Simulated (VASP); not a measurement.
Input of a VASP 6.6.1 run:

Contents of POSCAR:

```
GaAs
1.0
    0.0000000000      2.9464084993      2.9464084993
    2.9464084993      0.0000000000      2.9464084993
    2.9464084993      2.9464084993      0.0000000000
Ga As
1 1
Direct
    0.0000000000      0.0000000000      0.0000000000
    0.2500000000      0.2500000000      0.2500000000
```

Contents of INCAR.step1:

```
SYSTEM = GaAs
PREC = Accurate
ENCUT = 520
ISMEAR = -1
SIGMA = 0.02
LREAL = .FALSE.
LASPH = .TRUE.
NELM = 150
LNONCOLLINEAR = .TRUE.
MAGMOM = 0 0 0 0 0 0
LSORBIT = .TRUE.
GGA_COMPAT = .FALSE.
NBANDS = 30
GGA = PE
ALGO = Normal
EDIFF = 1E-4
LWAVE = .TRUE.
LCHARG = .FALSE.
```

File INCAR.step2:

```
SYSTEM = GaAs
PREC = Accurate
ENCUT = 520
EDIFF = 1E-7
ISMEAR = -1
SIGMA = 0.02
LREAL = .FALSE.
LASPH = .TRUE.
NELM = 150
ALGO = Normal
ISIF = 2
LWAVE = .FALSE.
LCHARG = .FALSE.
LNONCOLLINEAR = .TRUE.
MAGMOM = 0 0 0 0 0 0
LORBIT = 11
LSORBIT = .TRUE.
GGA_COMPAT = .FALSE.
LORBMOM = .TRUE.
METAGGA = R2SCAN
LMIXTAU = .TRUE.
NBANDS = 30
ISTART = 1
```

Contents of KPOINTS:

```
regular mesh
0
G
  8 8 8
  0 0 0
```

Potentials or basis: VASP PAW PBE potentials, release 64 (Ga_d, As).

Command:

```sh
$ cat potpaw_PBE.64/Ga_d/POTCAR potpaw_PBE.64/As/POTCAR > POTCAR
$ cp INCAR.step1 INCAR
$ mpirun -np 1 vasp_ncl > vasp.out
$ cp INCAR.step2 INCAR
$ mpirun -np 1 vasp_ncl > vasp.out
```

Estimate the pressure.

-6.4 GPa.

Predict the net moment.

0.00 μB per cell.

Moments on the atoms (μB; x, y, z):
```
Ga  0.00 0.00 0.00
As  0.00 0.00 0.00
```

Caveat: the cell differs from its parent crystal (strain +4.0%); the cell stands under tension; the PAW data sets were made with another functional, which shifts forces and pressure a little.
